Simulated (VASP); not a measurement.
Here is a VASP 6.6.1 calculation.

File INCAR:

```
SYSTEM = AgOs2
ALGO     = Normal         ! electronic algorithm
EDIFF    = 1E-7           ! SCF threshold, eV
EDIFFG   = -0.04          ! ionic threshold
ENCUT    = 600            ! plane-wave cutoff, eV
GGA      = PE             ! functional
IBRION   = 2              ! ionic algorithm
ISIF     = 3              ! what is computed and relaxed
ISMEAR   = 0              ! smearing method
LASPH    = .True.         ! aspherical terms in the spheres
LCHARG   = .False.        ! write CHGCAR
LREAL    = .False.        ! projectors in reciprocal space
LWAVE    = .False.        ! write WAVECAR
NELM     = 100            ! most SCF steps
NSW      = 90             ! ionic steps
PREC     = Accurate       ! precision mode
SIGMA    = 0.1            ! smearing width, eV
```

File KPOINTS:

```
k-points
0
Gamma
  6 6 2
  0 0 0
```

File POSCAR:

```
AgOs2
1.0
    2.9530890479      0.0000000000      0.0000000000
   -1.4765445239      2.5574501351      0.0000000000
    0.0000000000      0.0000000000     11.4863054247
Ag Os
2 4
Direct
    0.3333333333      0.6666666667      0.2500000000
    0.6666666667      0.3333333333      0.7500000000
    0.3333333333      0.6666666667      0.6275000000
    0.6666666667      0.3333333333      0.1275000000
    0.3333333333      0.6666666667      0.8725000000
    0.6666666667      0.3333333333      0.3725000000
```

Potentials or basis: VASP PAW PBE potentials, release 64 (Ag, Os).

Run with:

```bash
$ cat potpaw_PBE.64/Ag/POTCAR potpaw_PBE.64/Os/POTCAR > POTCAR
$ mpirun -np 1 vasp_std > vasp.out
```

(1) Predict the space group after relaxing (to 0.1 Å).

(2) Estimate the relaxed cell.

(3) What does it give for the relaxed volume?

## Answers

(1) P6_3/mmc (No. 194).

(2) a = 2.766 Å, b = 2.766 Å, c = 13.918 Å, α = 90.00°, β = 90.00°, γ = 120.00°.

(3) 15.37 Å³/atom.

Caveat: the k points lie up to 0.44 Å⁻¹ apart in the final cell; the highest band is partly filled, so the run has too few bands; a cell axis changed by over 15 % at a fixed basis, so the end point is rough.
